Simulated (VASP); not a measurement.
Input of a VASP 6.6.1 run:

INCAR

```
PREC = Accurate
ENCUT = 500
EDIFF = 1E-6
ISMEAR = -1
SIGMA = 0.05
LREAL = F
LASPH = T
NELM = 120
ALGO = Normal
ISIF = 2
LWAVE = F
LCHARG = F
NBANDS = 22
GGA_COMPAT = F
```

File KPOINTS:

```
Automatic mesh
0
Gamma
  8 8 8
```

File POSCAR:

```
Sb
1.0
    2.1684666409      1.2519647989      3.7828881425
   -2.1684666409      1.2519647989      3.7828881425
    0.0000000000     -2.5039295978      3.7828881425
Sb
2
Direct
    0.7665100000      0.7665100000      0.7665100000
    0.2334900000      0.2334900000      0.2334900000
```

Potentials or basis: VASP PAW LDA potentials, release 64 (Sb_d_GW).

Run with:

```sh
$ cat potpaw_LDA.64/Sb_d_GW/POTCAR > POTCAR
$ mpirun -np 1 vasp_std > vasp.out
```

(1) Estimate the pressure.

(2) What does it give for the largest force?

Answers

(1) -2.3 GPa.

(2) 0.077 eV/Å.
